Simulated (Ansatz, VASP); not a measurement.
HfGe3 in VASP and in Ansatz

```xyz
4
Lattice="4.2930 0.0000 0.0000 -2.1465 3.7178 0.0000 0.0000 0.0000 5.6135" Properties=species:S:1:pos:R:3 pbc="T T T"
Hf    0.0000    0.0000    0.0000
Ge    0.0000    2.4785    2.8068
Ge    2.1465    1.2393    2.8068
Ge    0.0000    0.0000    2.8068
```

Alike in both runs: task single point; functional PBE; k mesh 6 × 6 × 4; occupations gaussian, width 0.1 eV; no spin polarisation.

```csv
,VASP,Ansatz
version,VASP 6.6.1,Ansatz 0.2.0
potentials or method,"VASP PAW PBE potentials, release 64 (Hf_pv, Ge_d), cutoff 520 eV","scalar-relativistic, plane waves, PAW"
valence electrons in the cell,52,68
```

```csv
,VASP,Ansatz,Ansatz less VASP
gap on the k mesh at the Fermi level (eV),none,none,-
pressure (GPa),10.3,10.5,+0.18
"traceless stress, the component that is largest in VASP (GPa)",-20.95,-20.78,+0.171
```

A gap of «none» marks a metal or a gap that the smearing closes. The functional is the same, so the differences come from potentials, cutoffs and numerics. VASP's potentials hold 52 valence electrons a cell and Ansatz's 68, so a difference there can come from the potentials and not from the codes.

Spin-orbit coupling is off throughout.
